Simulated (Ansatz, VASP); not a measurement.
**MgO in VASP and in Ansatz**

```
Mg O
1.0
     3.48261    0.00000    0.00000
    -1.74130    3.01603    0.00000
     0.00000    0.00000    4.12619
Mg O
2 2
Direct
  0.66667 0.33333 0.75000
  0.33333 0.66667 0.25000
  0.66667 0.33333 0.25000
  0.33333 0.66667 0.75000
```

Alike in both runs: task single point; functional PBE; k mesh 9 × 9 × 6; occupations gaussian, width 0.05 eV; no spin polarisation.

```csv
,VASP,Ansatz
version,VASP 6.6.1,Ansatz 0.2.0
potentials or method,"VASP PAW PBE potentials, release 64 (Mg, O), cutoff 520 eV","scalar-relativistic, plane waves, PAW"
valence electrons in the cell,16,32
```

```csv
,VASP,Ansatz,Ansatz less VASP
gap on the k mesh at the Fermi level (eV),3.53,3.55,+0.021
least direct gap on the mesh (eV),3.53,3.55,+0.021
pressure (GPa),6.3,6.9,+0.61
"traceless stress, the component that is largest in VASP (GPa)",2.34,2.45,+0.110
```

VASP's potentials hold 16 valence electrons a cell and Ansatz's 32, so a difference there can come from the potentials and not from the codes.
